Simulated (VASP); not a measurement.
# KI (R-3m) in VASP: a series of runs

KI is run at these levels: PBE, r2SCAN; tasks: single point.

Program: VASP 6.6.1. These are calculated values, not measurements. Logs are shortened: lines on timing, memory, paths and dates and some standing lists are left out, and cuts for length are marked.

**1. The cell of the first run**

It takes space group R-3m (No. 166, trigonal). Conventional cell: a = 6.327 Å, b = 6.327 Å, c = 7.156 Å, α = 90.00°, β = 90.00°, γ = 120.00°. Within 4.7 Å of K (site symmetry -3m) lie 8 I at 3.58 to 3.84 Å and 6 K at 4.36 Å. I (site symmetry -3m) has 8 K at 3.58 to 3.84 Å and 6 I at 4.36 Å within 4.7 Å.

**2. Single point, PBE (epitaxial 111 strain +4.3%)**

File INCAR:

```
PREC = Accurate
ENCUT = 520
EDIFF = 1E-6
ISMEAR = -1
SIGMA = 0.02
LREAL = False
LASPH = True
NELM = 60
ALGO = Normal
ISIF = 2
LWAVE = False
LCHARG = False
GGA = PE
NBANDS = 15
```

File KPOINTS:

```
Automatic mesh
0
Gamma
  6 6 6
```

File POSCAR:

```
KI
1.0
    4.3598765083     -0.1142867907     -0.1142867907
   -0.1142867907      4.3598765083     -0.1142867907
   -0.1142867907     -0.1142867907      4.3598765083
K I
1 1
Direct
    0.0000000000      0.0000000000      0.0000000000
    0.5000000000      0.5000000000      0.5000000000
```

Potentials or basis: VASP PAW PBE potentials, release 64 (K_sv, I).

The run is started by

```console
$ cat potpaw_PBE.64/K_sv/POTCAR potpaw_PBE.64/I/POTCAR > POTCAR
$ mpirun -np 1 vasp_std > vasp.out
```

OUTCAR:

```text
PREC = Accurate
   ENCUT = 520
   EDIFF = 1E-6
   ISMEAR = -1
   LREAL = False
   LASPH = True
   NELM = 60
   ISIF = 2
   GGA = PE

 ion  position               nearest neighbor table
   1  0.000  0.000  0.000-   2 3.58   2 3.58
   2  0.500  0.500  0.500-   1 3.58   1 3.58

  LATTYP: Found a trigonal (rhomboedric) cell.
 ALAT       =     4.3628713147
 COS(alpha) =    -0.0516684740

  Lattice vectors:

 A1 = (   4.3598765083,  -0.1142867907,  -0.1142867907)
 A2 = (  -0.1142867907,   4.3598765083,  -0.1142867907)
 A3 = (  -0.1142867907,  -0.1142867907,   4.3598765083)

Analysis of symmetry for initial positions (statically):
=====================================================================
 Subroutine PRICEL returns:
 Original cell was already a primitive cell.

 Routine SETGRP: Setting up the symmetry group for a
 trigonal (rhombohedral) supercell.

 Subroutine GETGRP returns: Found 12 space group operations
 (whereof 12 operations were pure point group operations)
 out of a pool of 12 trial point group operations.

The static configuration has the point symmetry D_3d.

Analysis of symmetry for dynamics (positions and initial velocities):
=====================================================================
 Subroutine PRICEL returns:
 Original cell was already a primitive cell.

 Routine SETGRP: Setting up the symmetry group for a
 trigonal (rhombohedral) supercell.

 Subroutine GETGRP returns: Found 12 space group operations
 (whereof 12 operations were pure point group operations)
 out of a pool of 12 trial point group operations.

The dynamic configuration has the point symmetry D_3d.

 Subroutine INISYM returns: Found 12 space group operations
 (whereof 12 operations are pure point group operations),
 and found     1 'primitive' translations

----------------------------------------------------------------------------------------

                                     Primitive cell

  volume of cell :      82.7010

  direct lattice vectors                    reciprocal lattice vectors
     4.359876508 -0.114286791 -0.114286791     0.229688447  0.006182970  0.006182970
    -0.114286791  4.359876508 -0.114286791     0.006182970  0.229688447  0.006182970
    -0.114286791 -0.114286791  4.359876508     0.006182970  0.006182970  0.229688447

  length of vectors
     4.362871315  4.362871315  4.362871315     0.229854826  0.229854826  0.229854826

  position of ions in fractional coordinates (direct lattice)
     0.000000000  0.000000000  0.000000000
     0.500000000  0.500000000  0.500000000

  ion indices of the primitive-cell ions
   primitive index   ion index
                 1           1
                 2           2

----------------------------------------------------------------------------------------

 KPOINTS: Automatic mesh

Automatic generation of k-mesh.
 Grid dimensions read from file:
 generate k-points for:    6    6    6

 Generating k-lattice:

  Cartesian coordinates                     Fractional coordinates (reciprocal lattice)
     0.038281408  0.001030495  0.001030495     0.166666667  0.000000000  0.000000000
     0.001030495  0.038281408  0.001030495     0.000000000  0.166666667  0.000000000
     0.001030495  0.001030495  0.038281408     0.000000000  0.000000000  0.166666667

  Length of vectors
     0.038309138  0.038309138  0.038309138

  Shift w.r.t. Gamma in fractional coordinates (k-lattice)
     0.000000000  0.000000000  0.000000000

 Subroutine IBZKPT returns following result:
 ===========================================

 Found     32 irreducible k-points:

 Following reciprocal coordinates:
            Coordinates               Weight
  0.000000  0.000000  0.000000      1.000000
  0.166667 -0.000000 -0.000000      6.000000
  0.333333  0.000000  0.000000      6.000000
  0.500000  0.000000  0.000000      3.000000
  0.166667  0.166667 -0.000000      6.000000
  0.333333  0.166667  0.000000     12.000000
[... 16 lines left out ...]
  0.500000  0.500000  0.166667      6.000000
 -0.333333  0.500000  0.166667     12.000000
 [... further k-points ...]
   k-points           NKPTS =     32   k-points in BZ     NKDIM =     32   number of bands    NBANDS=     15
   number of dos      NEDOS =    301   number of ions     NIONS =      2
   total plane-waves  NPLWV =  32768
   dimension x,y,z NGX =    32 NGY =   32 NGZ =   32
   dimension x,y,z NGXF=    64 NGYF=   64 NGZF=   64
   ions per type =               1   1
   NGX,Y,Z   is equivalent  to a cutoff of  12.19, 12.19, 12.19 a.u.
   NGXF,Y,Z  is equivalent  to a cutoff of  24.39, 24.39, 24.39 a.u.
 SYSTEM =  unknown system
   PREC   = accura    normal or accurate (medium, high low for compatibility)
   ISTART =      0    job   : 0-new  1-cont  2-samecut
   ICHARG =      2    charge: 1-file 2-atom 10-const
   ISPIN  =      1    spin polarized calculation?
   LNONCOLLINEAR =      F non collinear calculations
   LSORBIT =      F    spin-orbit coupling
   LASPH  =      T    aspherical Exc in radial PAW
   ENCUT  =  520.0 eV  38.22 Ry    6.18 a.u.   8.11  8.11  8.11*2*pi/ulx,y,z
   NELM   =     60;   NELMIN=  2; NELMDL= -5     # of ELM steps
   EDIFF  = 0.1E-05   stopping-criterion for ELM
   LREAL  =      F    real-space projection
   EDIFFG = 0.1E-04   stopping-criterion for IOM
   NSW    =      0    number of steps for IOM
   IBRION =     -1    ionic relax: 0-MD 1-quasi-New 2-CG
   NFREE  =      0    steps in history (QN), initial steepest desc. (CG)
   ISIF   =      2    stress and relaxation
   ISYM   =      2    0-nonsym 1-usesym 2-fastsym
   POTIM  = 0.5000    time-step for ionic-motion
   TEBEG  =    0.0;   TEEND  =   0.0 temperature during run
   PSTRESS=    0.0 pullay stress
   NELECT =      16.0000    total number of electrons
   NUPDOWN=      -1.0000    fix difference up-down
   EMIN   =  10.00;   EMAX   =-10.00  energy-range for DOS
   EFERMI =   0.00;   METHOD = LEGACY
   ISMEAR =    -1;   SIGMA  =   0.02  broadening in eV -4-tet -1-fermi 0-gaus
   EFERMI_NEDOS =   21; number of points for ismear=-14 and -15
   IALGO  =     38    algorithm
   IMIX   =      4    mixing-type and parameters
     AMIX     =   0.40;   BMIX     =  1.00
     AMIX_MAG =   1.60;   BMIX_MAG =  1.00
  volume/ion in A,a.u.               =      41.35       279.05
  Fermi-wavevector in a.u.,A,eV,Ry     =   0.946843  1.789274 12.197779  0.896511
  Thomas-Fermi vector in A             =   2.074879
   LORBIT       =      0    0 simple, 1 ext, 2 COOP (PROOUT), +10 PAW based schemes
   GGA     = PE    functional components
   LHFCALC =     F    Hartree Fock is set to
   AEXX    =    0.0000 exact exchange contribution
   IVDW    =     0    specifies the selected vdW correction
   LEPSILON=     F    determine dielectric tensor
   LRPA    =     F    only Hartree local field effects (RPA)
 non-spin polarized calculation
  energy-cutoff  :      520.00
  volume of cell :       82.70
 maximum number of plane-waves:      2250
   NGX = 17   NGY = 17   NGZ = 17

 number of electron      16.0000003 magnetization

 Free energy of the ion-electron system (eV)
  ---------------------------------------------------
  ext. energy  EPLUGINS =         0.00000000
  ---------------------------------------------------
  free energy    TOTEN  =        -5.41802278 eV

  energy without entropy =       -5.41802278  energy(sigma->0) =       -5.41802278

 E-fermi :   1.0710     XC(G=0):  -7.5203

 val. band max:        0.5719036279   @ k =   0.5000   0.5000   0.0000
 cond. band min:       3.8142097221   @ k =   0.0000   0.0000   0.0000
 fundamental gap:      3.2423060941
 Fermi energy:         1.0710095235

 k-point     1 :       0.0000    0.0000    0.0000
  band No.  band energies     occupation
      1     -28.8183      2.00000
      2     -12.2745      2.00000
      3     -12.2745      2.00000
      4     -12.2692      2.00000
      5     -10.4597      2.00000
      6       0.1629      2.00000
      7       0.2938      2.00000
      8       0.2938      2.00000
      9       3.8142      0.00000
     10       5.4561      0.00000
     11       5.4561      0.00000
     12       8.6591      0.00000
     13       8.9793      0.00000
     14       8.9793      0.00000
     15      11.0635      0.00000

 k-point     2 :       0.1667   -0.0000   -0.0000
  band No.  band energies     occupation
      1     -28.8173      2.00000
      2     -12.3076      2.00000
      3     -12.2725      2.00000
      4     -12.2691      2.00000
      5     -10.3950      2.00000
      6      -0.3472      2.00000
      7       0.2179      2.00000
      8       0.3191      2.00000
      9       4.3760      0.00000
     10       5.6512      0.00000
     11       6.0484      0.00000
     12       8.7091      0.00000
     13       8.8188      0.00000
     14       9.0410      0.00000
     15      10.1395      0.00000

 k-point     3 :       0.3333    0.0000    0.0000
  band No.  band energies     occupation
      1     -28.8155      2.00000
      2     -12.3734      2.00000
      3     -12.2684      2.00000
      4     -12.2650      2.00000
      5     -10.2656      2.00000
      6      -1.1938      2.00000
      7       0.2239      2.00000
      8       0.3707      2.00000
      9       5.3200      0.00000
     10       6.2159      0.00000
     11       7.1489      0.00000
     12       8.4497      0.00000
     13       8.8758      0.00000
     14       8.9437      0.00000
     15       9.2724      0.00000
[... 343 lines left out ...]
 k-point    23 :       0.5000    0.5000    0.1667
  band No.  band energies     occupation
      1     -28.8102      2.00000
      2     -12.3447      2.00000
      3     -12.3335      2.00000
      4     -12.2744      2.00000
      5     -10.1198      2.00000
      6      -1.0275      2.00000
      7      -0.9420      2.00000
      8       0.1036      2.00000
      9       4.8612      0.00000
     10       6.9405      0.00000
     11       6.9658      0.00000
     12       7.2319      0.00000
     13       9.3003      0.00000
     14       9.6307      0.00000
     15       9.9111      0.00000

 k-point    24 :      -0.3333    0.5000    0.1667
  band No.  band energies     occupation
      1     -28.8111      2.00000
      2     -12.3546      2.00000
      3     -12.3204      2.00000
      4     -12.2768      2.00000
      5     -10.1305      2.00000
      6      -1.1231      2.00000
      7      -0.7100      2.00000
      8       0.0554      2.00000
      9       5.2870      0.00000
     10       6.8961      0.00000
     11       6.9755      0.00000
     12       7.4208      0.00000
     13       8.8715      0.00000
     14       9.2907      0.00000
     15       9.9891      0.00000

 [... further k-points ...]

------------------------ aborting loop because EDIFF is reached ----------------------------------------

  FORCE on cell =-STRESS in cart. coord.  units (eV):
  Direction    XX          YY          ZZ          XY          YZ          ZX
  --------------------------------------------------------------------------------------
  -------------------------------------------------------------------------------------
  Total        0.0163535      0.0163535      0.0163535      0.1154190      0.1154190      0.1154190
  in kB        0.3168179      0.3168179      0.3168179      2.2360269      2.2360269      2.2360269
  external PRESSURE =       0.3168179 kB  Pullay stress =       0.0000000 kB

 VOLUME and BASIS-vectors are now :
 -----------------------------------------------------------------------------
  energy-cutoff  :      520.00
  volume of cell :       82.70
      direct lattice vectors                 reciprocal lattice vectors
     4.359876508 -0.114286791 -0.114286791     0.229688447  0.006182970  0.006182970
    -0.114286791  4.359876508 -0.114286791     0.006182970  0.229688447  0.006182970
    -0.114286791 -0.114286791  4.359876508     0.006182970  0.006182970  0.229688447

 POSITION                                       TOTAL-FORCE (eV/Angst)
 -----------------------------------------------------------------------------------
      0.00000      0.00000      0.00000         0.000000     -0.000000      0.000000
      2.06565      2.06565      2.06565        -0.000000      0.000000      0.000000
 -----------------------------------------------------------------------------------
    total drift:                                0.000000      0.000000     -0.000000

  FREE ENERGIE OF THE ION-ELECTRON SYSTEM (eV)
  ---------------------------------------------------
  free  energy   TOTEN  =        -5.4180227759 eV

  energy  without entropy=       -5.4180227759  energy(sigma->0) =       -5.41802278
```

It took 14 s on 1 thread of AMD EPYC 9R45 (Zen 5), shared host; peak memory 0.16 GiB.

What came out:

- Free energy: -5.4180 eV
- Pressure: 0.0 GPa
- Band gap on the k mesh: 3.24 eV, indirect (least direct gap 3.52 eV)

Stress tensor (GPa, compression positive):
```
0.03 0.22 0.22
0.22 0.03 0.22
0.22 0.22 0.03
```

Caveat: the cell differs from its parent crystal (epitaxial 111 strain +4.3%); spin-orbit coupling is left out, which moves the levels of the heavy elements.

**3. Single point, r2SCAN (epitaxial 111 strain +4.3%)**

POSCAR is that of step 2.

File INCAR.step1:

```
ALGO = Normal
EDIFF = 1E-4
ENCUT = 520
GGA = PE
ISMEAR = 0
LASPH = T
LCHARG = F
LREAL = F
LWAVE = T
NBANDS = 15
NELM = 60
PREC = Accurate
SIGMA = 0.01
```

File INCAR.step2:

```
ALGO = Normal
EDIFF = 1E-6
ENCUT = 520
ISIF = 2
ISMEAR = 0
ISTART = 1
LASPH = T
LCHARG = F
LMIXTAU = T
LREAL = F
LWAVE = F
METAGGA = R2SCAN
NBANDS = 15
NELM = 60
PREC = Accurate
SIGMA = 0.01
```

File KPOINTS:

```
k-points
0
Gamma
  6 6 6
```

Potentials or basis: VASP PAW PBE potentials, release 64 (K_sv, I).

The run is started by

```console
$ cat potpaw_PBE.64/K_sv/POTCAR potpaw_PBE.64/I/POTCAR > POTCAR
$ cp INCAR.step1 INCAR
$ mpirun -np 1 vasp_std > vasp.out
$ cp INCAR.step2 INCAR
$ mpirun -np 1 vasp_std > vasp.out
```

OUTCAR:

```text
EDIFF = 1E-6
   ENCUT = 520
   ISIF = 2
   ISMEAR = 0
   ISTART = 1
   LASPH = T
   LREAL = F
   METAGGA = R2SCAN
   NELM = 60
   PREC = Accurate

 ion  position               nearest neighbor table
   1  0.000  0.000  0.000-   2 3.58   2 3.58
   2  0.500  0.500  0.500-   1 3.58   1 3.58

  LATTYP: Found a trigonal (rhomboedric) cell.
 ALAT       =     4.3628713147
 COS(alpha) =    -0.0516684740

  Lattice vectors:

 A1 = (   4.3598765083,  -0.1142867907,  -0.1142867907)
 A2 = (  -0.1142867907,   4.3598765083,  -0.1142867907)
 A3 = (  -0.1142867907,  -0.1142867907,   4.3598765083)

Analysis of symmetry for initial positions (statically):
=====================================================================
 Subroutine PRICEL returns:
 Original cell was already a primitive cell.

 Routine SETGRP: Setting up the symmetry group for a
 trigonal (rhombohedral) supercell.

 Subroutine GETGRP returns: Found 12 space group operations
 (whereof 12 operations were pure point group operations)
 out of a pool of 12 trial point group operations.

The static configuration has the point symmetry D_3d.
[... 174 lines left out ...]
      5     -11.0938      2.00000
      6      -0.1525      2.00000
      7      -0.0204      2.00000
      8      -0.0204      2.00000
      9       4.1989      0.00000
     10       5.6441      0.00000
     11       5.6441      0.00000
     12       9.0722      0.00000
     13       9.3877      0.00000
     14       9.3877      0.00000
[... 401 lines left out ...]
      2     -13.0896      2.00000
      3     -13.0558      2.00000
      4     -13.0129      2.00000
      5     -10.7401      2.00000
      6      -1.4564      2.00000
      7      -1.0388      2.00000
      8      -0.2538      2.00000
      9       5.5228      0.00000
     10       7.1607      0.00000
     11       7.3231      0.00000
     12       7.7295      0.00000
     13       9.3057      0.00000
     14       9.7241      0.00000
     15      10.4437      0.00000

 [... further k-points ...]

------------------------ aborting loop because EDIFF is reached ----------------------------------------

  FORCE on cell =-STRESS in cart. coord.  units (eV):
  Direction    XX          YY          ZZ          XY          YZ          ZX
  --------------------------------------------------------------------------------------
  -------------------------------------------------------------------------------------
  Total       -0.2380331     -0.2380331     -0.2380331      0.1287140      0.1287140      0.1287140
  in kB       -4.6114465     -4.6114465     -4.6114465      2.4935929      2.4935929      2.4935929
  external PRESSURE =      -4.6114465 kB  Pullay stress =       0.0000000 kB

 VOLUME and BASIS-vectors are now :
 -----------------------------------------------------------------------------
  energy-cutoff  :      520.00
  volume of cell :       82.70
      direct lattice vectors                 reciprocal lattice vectors
     4.359876508 -0.114286791 -0.114286791     0.229688447  0.006182970  0.006182970
    -0.114286791  4.359876508 -0.114286791     0.006182970  0.229688447  0.006182970
    -0.114286791 -0.114286791  4.359876508     0.006182970  0.006182970  0.229688447

 POSITION                                       TOTAL-FORCE (eV/Angst)
 -----------------------------------------------------------------------------------
      0.00000      0.00000      0.00000        -0.000000     -0.000000      0.000000
      2.06565      2.06565      2.06565         0.000000      0.000000     -0.000000
 -----------------------------------------------------------------------------------
    total drift:                                0.000000      0.000000     -0.000000

  FREE ENERGIE OF THE ION-ELECTRON SYSTEM (eV)
  ---------------------------------------------------
  free  energy   TOTEN  =       -33.8496375145 eV

  energy  without entropy=      -33.8496375145  energy(sigma->0) =      -33.84963751
```

It took 58 s on 1 thread of AMD EPYC 9R45 (Zen 5), shared host; peak memory 0.17 GiB.

What came out:

- Free energy: -33.8496 eV
- Pressure: -0.5 GPa
- Band gap on the k mesh: 3.93 eV, indirect (least direct gap 4.22 eV)

Levels at points of the mesh, in eV from the valence-band top:
```csv
k point,band 4,band 5,band 6,band 7,band 8,band 9,band 10,band 11,band 12,band 13
"(0.00, 0.00, 0.00)",-13.27,-11.36,-0.42,-0.29,-0.29,3.93,5.38,5.38,8.81,9.12
"(0.50, 0.00, 0.00)",-13.26,-11.09,-2.12,-0.34,-0.17,6.01,6.82,7.51,7.66,9.11
"(0.50, 0.50, 0.00)",-13.26,-11.03,-1.66,-1.55,0.00,4.52,6.32,7.45,7.53,9.37
"(0.50, 0.50, 0.50)",-13.31,-10.86,-1.55,-1.55,-1.51,5.95,5.95,6.58,9.31,9.31
```

Caveat: the cell differs from its parent crystal (epitaxial 111 strain +4.3%); the PAW data sets were made with another functional, which shifts forces and pressure a little; spin-orbit coupling is left out, which moves the levels of the heavy elements. A k mesh can miss the band edges.
